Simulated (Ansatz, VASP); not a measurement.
**One calculation of Cu, two programs**

```
Cu
1.0
    -1.44279    1.44279    1.37608
     1.44279   -1.44279    1.37608
     1.44279    1.44279   -1.37608
Cu
1
Cartesian
  0.0000 0.0000 0.0000
```

Alike in both runs: task single point; functional LDA; k mesh 24 × 24 × 24; occupations gaussian, width 0.15 eV; no spin polarisation.

```csv
,VASP,Ansatz
version,VASP 6.6.1,Ansatz 0.2.0
potentials or method,"VASP PAW LDA potentials, release 64 (Cu), cutoff 520 eV","scalar-relativistic, plane waves, PAW"
valence electrons in the cell,11,19
```

```csv
,VASP,Ansatz,Ansatz less VASP
gap on the k mesh at the Fermi level (eV),none,none,-
pressure (GPa),-6.9,-7.8,-0.97
"traceless stress, the component that is largest in VASP (GPa)",-0.22,-0.22,+0.006
```

LDA's correlation is that of Perdew and Zunger in VASP and of Perdew and Wang (1992) in Ansatz. A gap of «none» marks a metal or a gap that the smearing closes. VASP's potentials hold 11 valence electrons a cell and Ansatz's 19, so a difference there can come from the potentials and not from the codes.
